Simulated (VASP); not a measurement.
Input of a VASP 6.6.1 run:

Contents of INCAR:

```
SYSTEM = LiCl
PREC = Accurate
ENCUT = 520
EDIFF = 1E-6
ISMEAR = -1
SIGMA = 0.02
LREAL = .False.
LASPH = .True.
NELM = 60
ALGO = Normal
ISIF = 2
LWAVE = .False.
LCHARG = .False.
GGA = PE
NBANDS = 18
```

File KPOINTS:

```
Automatic mesh
0
Gamma
  12 12 4
  0 0 0
```

The input POSCAR:

```
LiCl
1.0
    3.6004987331      0.0000000000      0.0000000000
   -1.8002493666      3.1181233692      0.0000000000
    0.0000000000      0.0000000000      6.0707120009
Li Cl
2 2
Direct
    0.0000000000      0.0000000000      0.0000000000
    0.0000000000      0.0000000000      0.5000000000
    0.3333333333      0.6666666667      0.2500000000
    0.6666666667      0.3333333333      0.7500000000
```

Potentials or basis: VASP PAW PBE potentials, release 64 (Li_sv, Cl).

The run is started by

```bash
$ cat potpaw_PBE.64/Li_sv/POTCAR potpaw_PBE.64/Cl/POTCAR > POTCAR
$ mpirun -np 1 vasp_std > vasp.out
```

Predict the band gap on the k mesh.

6.23 eV, indirect (the least direct gap lies 3.7 meV higher).

 A k mesh can miss the band edges.
